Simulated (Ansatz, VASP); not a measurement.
**One calculation of BaTiO3, two programs**

```
Ba Ti O
1.0
     3.98550    0.00000    0.00000
     0.00000    2.83690    2.84515
     0.00000   -2.83690    2.84515
Ba Ti O
1 1 3
Cartesian
  0.0000 0.0000 0.0000
  1.9928 0.0000 2.9157
  0.0000 0.0000 2.7735
  1.9928 -1.3804 4.2594
  1.9928 1.3804 4.2594
```

Alike in both runs: task single point; functional PBEsol; k mesh 6 × 6 × 6; no spin polarisation.

|  | VASP | Ansatz |
| --- | --- | --- |
| version | VASP 6.6.1 | Ansatz 0.2.0 |
| potentials or method | VASP PAW PBE potentials, release 64 (Ba_sv, Ti_sv, O), cutoff 520 eV | plane waves, PAW |
| occupations | gaussian, width 0.01 eV | fixed |
| valence electrons in the cell | 40 | 40 |

VASP gave:

- pressure (GPa): -2.1
- traceless stress, the component that is largest in VASP (GPa): -0.37

Task: Which values does Ansatz return?

Result: Pressure (GPa): -3.9; traceless stress, the component that is largest in VASP (GPa): -0.37.

VASP's potentials were made for PBE, not for PBEsol.

Spin-orbit coupling is off throughout.
